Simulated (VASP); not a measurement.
# Sb (R-3m) in VASP: single point with PBE

Aim: the single point of Sb with PBE.

Everything below comes from runs of VASP 6.6.1. Logs are shortened: lines on timing, memory, paths and dates and some standing lists are left out, and cuts for length are marked.

### 1 The cell of the first run

The structure is trigonal, space group R-3m (No. 166). Conventional cell: a = 4.308 Å, b = 4.308 Å, c = 11.274 Å, α = 90.00°, β = 90.00°, γ = 120.00°. Within 3.8 Å of Sb (site symmetry 3m) lie 6 Sb at 2.91 to 3.35 Å.

### 2 Single point, PBE, non-collinear spin, zero start, spin-orbit coupling

File INCAR:

```
SYSTEM = Sb
PREC = Accurate ; ENCUT = 520
EDIFF = 1E-7 ; ISMEAR = 0
SIGMA = 0.05 ; LREAL = .False.
LASPH = .True. ; NELM = 150
ALGO = Normal ; ISIF = 2
LWAVE = .False. ; LCHARG = .False.
MAGMOM = 0 0 0 0 0 0 ; LORBIT = 11
LSORBIT = .True. ; GGA_COMPAT = .False.
LORBMOM = .True. ; GGA = PE
NBANDS = 22
```

File KPOINTS:

```
Automatic mesh
0
Gamma
  12 12 12
  0 0 0
```

File POSCAR:

```
Sb
1.0
    2.1542000000      1.2437279499      3.7580000000
   -2.1542000000      1.2437279499      3.7580000000
    0.0000000000     -2.4874558998      3.7580000000
Sb
2
Direct
    0.2334900000      0.2334900000      0.2334900000
    0.7665100000      0.7665100000      0.7665100000
```

Potentials or basis: VASP PAW PBE potentials, release 64 (Sb).

Command:

```console
$ cat potpaw_PBE.64/Sb/POTCAR > POTCAR
$ mpirun -np 1 vasp_ncl > vasp.out
```

OUTCAR:

```text
SYSTEM = Sb
   PREC = Accurate
   ENCUT = 520
   EDIFF = 1E-7
   ISMEAR = 0
   LREAL = .False.
   LASPH = .True.
   NELM = 150
   ISIF = 2
   LORBIT = 11
   LSORBIT = .True.
   GGA = PE

 ion  position               nearest neighbor table
   1  0.233  0.233  0.233-   2 2.91   2 2.91   2 2.91   2 3.35   2 3.35   2 3.35
   2  0.767  0.767  0.767-   1 2.91   1 2.91   1 2.91   1 3.35   1 3.35   1 3.35

  LATTYP: Found a trigonal (rhomboedric) cell.
 ALAT       =     4.5066618304
 COS(alpha) =     0.5430253624

  Lattice vectors:

 A1 = (   2.1542000000,   1.2437279499,   3.7580000000)
 A2 = (  -2.1542000000,   1.2437279499,   3.7580000000)
 A3 = (   0.0000000000,  -2.4874558998,   3.7580000000)

Analysis of symmetry for initial positions (statically):
=====================================================================
 Subroutine PRICEL returns:
 Original cell was already a primitive cell.

 Routine SETGRP: Setting up the symmetry group for a
 trigonal (rhombohedral) supercell.

 Subroutine GETGRP returns: Found 12 space group operations
 (whereof 12 operations were pure point group operations)
 out of a pool of 12 trial point group operations.

The static configuration has the point symmetry D_3d.

Analysis of symmetry for dynamics (positions and initial velocities):
=====================================================================
 Subroutine PRICEL returns:
 Original cell was already a primitive cell.

 Routine SETGRP: Setting up the symmetry group for a
 trigonal (rhombohedral) supercell.

 Subroutine GETGRP returns: Found 12 space group operations
 (whereof 12 operations were pure point group operations)
 out of a pool of 12 trial point group operations.

The dynamic configuration has the point symmetry D_3d.

Analysis of structural, dynamic, and magnetic symmetry:
=====================================================================
 Subroutine PRICEL returns:
 Original cell was already a primitive cell.

 Routine SETGRP: Setting up the symmetry group for a
 trigonal (rhombohedral) supercell.

 Subroutine GETGRP returns: Found 12 space group operations
 (whereof 12 operations were pure point group operations)
 out of a pool of 12 trial point group operations.

The overall configuration has the point symmetry D_3d.

 Subroutine INISYM returns: Found 12 space group operations
 (whereof 12 operations are pure point group operations),
 and found     1 'primitive' translations

----------------------------------------------------------------------------------------

                                     Primitive cell

  volume of cell :      60.4115

  direct lattice vectors                    reciprocal lattice vectors
     2.154200000  1.243727950  3.758000000     0.232104726  0.134005726  0.088699663
    -2.154200000  1.243727950  3.758000000    -0.232104726  0.134005726  0.088699663
     0.000000000 -2.487455900  3.758000000     0.000000000 -0.268011452  0.088699663

  length of vectors
     4.506661830  4.506661830  4.506661830     0.282307932  0.282307932  0.282307932

  position of ions in fractional coordinates (direct lattice)
     0.233490000  0.233490000  0.233490000
     0.766510000  0.766510000  0.766510000

  ion indices of the primitive-cell ions
   primitive index   ion index
                 1           1
                 2           2

----------------------------------------------------------------------------------------

 KPOINTS: Automatic mesh

Automatic generation of k-mesh.
 Grid dimensions read from file:
 generate k-points for:   12   12   12

 Generating k-lattice:

  Cartesian coordinates                     Fractional coordinates (reciprocal lattice)
     0.019342060  0.011167144  0.007391639     0.083333333  0.000000000  0.000000000
    -0.019342060  0.011167144  0.007391639     0.000000000  0.083333333  0.000000000
[... 99 lines left out ...]

 number of electron      10.0000000 magnetization      -0.0000000      0.0000000      0.0000000

 Free energy of the ion-electron system (eV)
  ---------------------------------------------------
  ext. energy  EPLUGINS =         0.00000000
  ---------------------------------------------------
  free energy    TOTEN  =        -8.38404072 eV

  energy without entropy =       -8.38386407  energy(sigma->0) =       -8.38395240

 E-fermi :   7.3051     XC(G=0):  -9.5261

 val. band max:        7.3040368966   @ k =   0.5000   0.5000   0.5000
 cond. band min:       7.3370297301   @ k =   0.3333   0.1667   0.1667
 fundamental gap:      0.0329928335
 Fermi energy:         7.3051425994

 k-point     1 :       0.0000    0.0000    0.0000
  band No.  band energies     occupation
      1      -5.4317      1.00000
      2      -5.4317      1.00000
      3       2.5066      1.00000
      4       2.5066      1.00000
      5       4.8792      1.00000
      6       4.8792      1.00000
[... 589 lines left out ...]
     21      14.9472      0.00000
     22      14.9472      0.00000

 [... further k-points ...]

------------------------ aborting loop because EDIFF is reached ----------------------------------------

  FORCE on cell =-STRESS in cart. coord.  units (eV):
  Direction    XX          YY          ZZ          XY          YZ          ZX
  --------------------------------------------------------------------------------------
  -------------------------------------------------------------------------------------
  Total        1.1683454      1.1683454      0.9507303      0.0000000      0.0000000      0.0000000
  in kB       30.9857777     30.9857777     25.2143916      0.0000000      0.0000000      0.0000000
  external PRESSURE =      29.0619823 kB  Pullay stress =       0.0000000 kB

 VOLUME and BASIS-vectors are now :
 -----------------------------------------------------------------------------
  energy-cutoff  :      520.00
  volume of cell :       60.41
      direct lattice vectors                 reciprocal lattice vectors
     2.154200000  1.243727950  3.758000000     0.232104726  0.134005726  0.088699663
    -2.154200000  1.243727950  3.758000000    -0.232104726  0.134005726  0.088699663
     0.000000000 -2.487455900  3.758000000     0.000000000 -0.268011452  0.088699663

 POSITION                                       TOTAL-FORCE (eV/Angst)
 -----------------------------------------------------------------------------------
      0.00000      0.00000      2.63237         0.000000     -0.000000      0.237005
      0.00000      0.00000      8.64163         0.000000      0.000000     -0.237005
 -----------------------------------------------------------------------------------
    total drift:                                0.000000      0.000000     -0.000000

  FREE ENERGIE OF THE ION-ELECTRON SYSTEM (eV)
  ---------------------------------------------------
  free  energy   TOTEN  =        -8.3840407244 eV

  energy  without entropy=       -8.3838640683  energy(sigma->0) =       -8.38395240

 orbital moment (x)

 # of ion     p       d       tot
 ----------------------------------------
  1         0.000  -0.000   0.000
  2        -0.000  -0.000  -0.000
 ----------------------------------------
           -0.000  -0.000  -0.000

 orbital moment (y)

 # of ion     p       d       tot
 ----------------------------------------
  1         0.000   0.000   0.000
  2         0.000   0.000   0.000
 ----------------------------------------
            0.000   0.000   0.000

 orbital moment (z)

 # of ion     p       d       tot
 ----------------------------------------
  1         0.000   0.000   0.000
  2         0.000   0.000   0.000
 ----------------------------------------
            0.000   0.000   0.000

 Spin-Orbit-Coupling matrix elements

 Ion:    1  E_soc:     -0.1364095
 l=   1
     0.0000000    -0.0227458    -0.0223695
    -0.0227458     0.0000000    -0.0227458
    -0.0223695    -0.0227458     0.0000000
 l=   2
     0.0000000    -0.0000246     0.0000000    -0.0000246    -0.0000870
    -0.0000246     0.0000000    -0.0000643    -0.0000295    -0.0000246
     0.0000000    -0.0000643     0.0000000    -0.0000643     0.0000000
    -0.0000246    -0.0000295    -0.0000643     0.0000000    -0.0000246
    -0.0000870    -0.0000246     0.0000000    -0.0000246     0.0000000
 l=   3
     0.0000000     0.0000000     0.0000000     0.0000000     0.0000000     0.0000000     0.0000000
     0.0000000     0.0000000     0.0000000     0.0000000     0.0000000     0.0000000     0.0000000
     0.0000000     0.0000000     0.0000000     0.0000000     0.0000000     0.0000000     0.0000000
     0.0000000     0.0000000     0.0000000     0.0000000     0.0000000     0.0000000     0.0000000
     0.0000000     0.0000000     0.0000000     0.0000000     0.0000000     0.0000000     0.0000000
     0.0000000     0.0000000     0.0000000     0.0000000     0.0000000     0.0000000     0.0000000
     0.0000000     0.0000000     0.0000000     0.0000000     0.0000000     0.0000000     0.0000000

 Ion:    2  E_soc:     -0.1364095
 l=   1
     0.0000000    -0.0227458    -0.0223695
    -0.0227458     0.0000000    -0.0227458
    -0.0223695    -0.0227458     0.0000000
 l=   2
     0.0000000    -0.0000246     0.0000000    -0.0000246    -0.0000870
    -0.0000246     0.0000000    -0.0000643    -0.0000295    -0.0000246
     0.0000000    -0.0000643     0.0000000    -0.0000643     0.0000000
    -0.0000246    -0.0000295    -0.0000643     0.0000000    -0.0000246
    -0.0000870    -0.0000246     0.0000000    -0.0000246     0.0000000
 l=   3
     0.0000000     0.0000000     0.0000000     0.0000000     0.0000000     0.0000000     0.0000000
     0.0000000     0.0000000     0.0000000     0.0000000     0.0000000     0.0000000     0.0000000
     0.0000000     0.0000000     0.0000000     0.0000000     0.0000000     0.0000000     0.0000000
     0.0000000     0.0000000     0.0000000     0.0000000     0.0000000     0.0000000     0.0000000
     0.0000000     0.0000000     0.0000000     0.0000000     0.0000000     0.0000000     0.0000000
     0.0000000     0.0000000     0.0000000     0.0000000     0.0000000     0.0000000     0.0000000
     0.0000000     0.0000000     0.0000000     0.0000000     0.0000000     0.0000000     0.0000000

 total charge

# of ion       s       p       d       tot
------------------------------------------
    1        1.213   1.155   0.036   2.404
    2        1.213   1.155   0.036   2.404
--------------------------------------------------
tot          2.426   2.310   0.072   4.808

 magnetization (x)

# of ion       s       p       d       tot
------------------------------------------
    1        0.000   0.000   0.000   0.000
    2        0.000   0.000   0.000   0.000
--------------------------------------------------
tot          0.000   0.000   0.000   0.000

 magnetization (y)

# of ion       s       p       d       tot
------------------------------------------
    1        0.000   0.000   0.000   0.000
    2        0.000   0.000   0.000   0.000
--------------------------------------------------
tot          0.000   0.000   0.000   0.000

 magnetization (z)

# of ion       s       p       d       tot
------------------------------------------
    1        0.000   0.000   0.000   0.000
    2        0.000   0.000   0.000   0.000
--------------------------------------------------
tot          0.000   0.000   0.000   0.000
```

Wall time 6.9 min (1 thread of AMD EPYC 9R45 (Zen 5), shared host); peak memory 0.56 GiB.

Results:

```
Free energy                                           : -8.3840 eV
Pressure                                              : 2.9 GPa
Largest force                                         : 0.237 eV/Å
Net moment                                            : 0.00 μB per cell
Valence electrons inside the program's atomic spheres : Sb 2.40
```

Forces on the atoms (eV/Å):
```
Sb   0.000  0.000  0.237
Sb   0.000  0.000 -0.237
```

Moments on the atoms (μB; x, y, z):
```
Sb  0.00 0.00 0.00
Sb  0.00 0.00 0.00
```
